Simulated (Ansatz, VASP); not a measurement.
**Al3N in VASP and in Ansatz**

```xyz
4
Lattice="2.8568 0.0000 0.0000 -1.4284 2.4740 0.0000 0.0000 0.0000 21.6014" Properties=species:S:1:pos:R:3 pbc="T T T"
Al    1.4284    0.8247    4.0000
Al    0.0000    1.6494    6.3007
Al    0.0000    0.0000    8.6014
N     1.4284    0.0000   11.0714
```

Alike in both runs: task single point; functional PBE; k mesh 9 × 9 × 1; occupations gaussian, width 0.1 eV; collinear spin.

|  | VASP | Ansatz |
| --- | --- | --- |
| version | VASP 6.6.1 | Ansatz 0.2.0 |
| potentials or method | VASP PAW PBE potentials, release 64 (Al, N), cutoff 520 eV | scalar-relativistic, plane waves, PAW |
| valence electrons in the cell | 14 | 14 |

|  | VASP | Ansatz | Ansatz less VASP |
| --- | --- | --- | --- |
| gap on the k mesh at the Fermi level (eV) | none | none | - |
| rms of the force components (eV/Å) | 0.516 | 0.517 | +0.0014 |
| net moment per atom (μB) | 0.57 | 0.57 | -0.001 |
| size of the moment on the site where the two differ most (μB) | 1.66 | 2.27 | +0.617 |

Site moments also hang on the region over which each program counts them. Atom by atom the forces differ by 0.001 eV/Å (rms over components). A gap of «none» marks a metal or a gap that the smearing closes. Ansatz's warnings: xc potential rough in thin density.
